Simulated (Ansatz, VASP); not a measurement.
# Two plane-wave programs on TiAl

POSCAR

```
TiAl
1.0
    3.1790640000      0.0000000000      0.0000000000
    0.0000000000      3.1790640000      0.0000000000
    0.0000000000      0.0000000000      3.1790640000
Ti Al
1 1
Direct
    0.0000000000      0.0000000000      0.0000000000
    0.5000000000      0.5000000000      0.5000000000
```

Contents of INCAR.step1:

```
SYSTEM = TiAl
PREC     = Accurate       ! precision mode
ENCUT    = 520            ! plane-wave cutoff, eV
EDIFF    = 1E-5           ! SCF threshold, eV
ISMEAR   = -1             ! smearing method
SIGMA    = 0.05           ! smearing width, eV
LREAL    = .False.        ! projectors in reciprocal space
LASPH    = .True.         ! aspherical terms in the spheres
NELM     = 60             ! most SCF steps
ALGO     = Normal         ! electronic algorithm
ISIF     = 2              ! what is computed and relaxed
LWAVE    = .True.         ! write WAVECAR
LCHARG   = .False.        ! write CHGCAR
NBANDS   = 14             ! bands
GGA      = PE             ! functional
```

INCAR.step2

```
SYSTEM = TiAl
PREC     = Accurate       ! precision mode
ENCUT    = 520            ! plane-wave cutoff, eV
EDIFF    = 1E-6           ! SCF threshold, eV
ISMEAR   = -1             ! smearing method
SIGMA    = 0.05           ! smearing width, eV
LREAL    = .False.        ! projectors in reciprocal space
LASPH    = .True.         ! aspherical terms in the spheres
NELM     = 60             ! most SCF steps
ALGO     = Normal         ! electronic algorithm
ISIF     = 2              ! what is computed and relaxed
LWAVE    = .False.        ! write WAVECAR
LCHARG   = .False.        ! write CHGCAR
GGA      = B3             ! functional
LHFCALC  = .True.         ! exact exchange
AEXX     = 0.2            ! exact-exchange fraction
AGGAX    = 0.72         
AGGAC    = 0.81         
ALDAC    = 0.19         
PRECFOCK = Normal       
NBANDS   = 14             ! bands
ISTART   = 1
```

Contents of KPOINTS:

```
regular mesh
0
Gamma
  4 4 4
  0 0 0
```

Contents of input:

```
crystal:
  lattice:
    - [3.179064, 0.0, 0.0]
    - [0.0, 3.179064, 0.0]
    - [0.0, 0.0, 3.179064]
  atoms:
    - { symbol: Ti, position: [0.0, 0.0, 0.0] }
    - { symbol: Al, position: [0.5, 0.5, 0.5] }
hamiltonian:
  xc: b3lyp
  pseudopotentials: { kind: paw }
kpoints:
  mp_grid: { grid: [4, 4, 4] }
scf:
  occupations: { method: fermi_dirac, width: 0.05 }
output:
  forces: true
  stress: true
  eigenvalues: true
```

Alike in both runs: task single point; functional B3LYP; k mesh 4 × 4 × 4; occupations fermi-dirac, width 0.05 eV; no spin polarisation.

|  | VASP | Ansatz |
| --- | --- | --- |
| version | VASP 6.6.1 | Ansatz 0.2.0 |
| potentials or method | VASP PAW PBE potentials, release 64 (Ti_sv, Al) | Ansatz PAW |
| plane-wave cutoff (eV) | 520 | 420 |
| valence electrons in the cell | 15 | 15 |

```tsv
	VASP	Ansatz	Ansatz less VASP
gap on the k mesh at the Fermi level (eV)	none	none	-
pressure (GPa)	1.7	1.7	+0.03
```

VASP's potentials were made for PBE, not for B3LYP. A gap of «none» marks a metal or a gap that the smearing closes.

The k mesh is coarse, so the values compare programs but aren't converged.
